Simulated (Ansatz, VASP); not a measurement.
# Two plane-wave programs on V

```
V
1.0
     0.00000    2.71908    2.71908
     2.71908    0.00000    2.71908
     2.71908    2.71908    0.00000
V
2
Cartesian
  0.6798 0.6798 0.6798
  4.7584 4.7584 4.7584
```

Alike in both runs: task single point; functional r2SCAN; k mesh 12 × 12 × 12; occupations fermi-dirac, width 0.1 eV; no spin polarisation.

|  | VASP | Ansatz |
| --- | --- | --- |
| version | VASP 6.6.1 | Ansatz 0.2.0 |
| potentials or method | VASP PAW PBE potentials, release 64 (V_sv), cutoff 520 eV | plane waves (500 eV) with PAW, scalar-relativistic |
| valence electrons in the cell | 26 | 26 |

```csv
,VASP,Ansatz,Ansatz less VASP
pressure (GPa),-5.0,-5.5,-0.50
```

VASP's potentials were made for PBE, not for r2SCAN.
